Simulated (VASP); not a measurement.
SnTe:

```
Sn Te
1.0
     0.00000    3.15085    3.15085
     3.15085    0.00000    3.15085
     3.15085    3.15085    0.00000
Sn Te
1 1
Direct
  0.00000 0.00000 0.00000
  0.50000 0.50000 0.50000
```

| Item | Value |
| --- | --- |
| Program | VASP 6.6.1 |
| Task | relaxation of cell and atoms |
| Functional | PBE |
| Potentials or basis | VASP PAW PBE potentials, release 64 (Sn_d, Te) |
| Cutoff | 600 eV |
| k mesh | 9 × 9 × 9 |
| Occupations | fermi-dirac, width 0.1 eV |
| Spin | no spin polarisation |

At the start: pressure 2.2 GPa; volume 31.28 Å³/atom.

Where does the relaxation end?

Over 3 steps the energy falls by 10.9 meV/atom and the volume is 32.90 Å³/atom (+5.2 %); space group Fm-3m (No. 225, to 0.05 Å).

The path:
```csv
step,energy change (eV),largest force (eV/Å),pressure (GPa),volume (Å³)
1,0.0000,0.0000,2.23,62.56
2,-0.0205,0.0000,-0.46,66.59
3,-0.0218,0.0000,-0.02,65.80
```

Final structure:
```xyz
2
Lattice="0.0000 3.2043 3.2043 3.2043 0.0000 3.2043 3.2043 3.2043 0.0000" Properties=species:S:1:pos:R:3 pbc="T T T"
Sn    0.0000    0.0000    0.0000
Te    3.2043    3.2043    3.2043
```
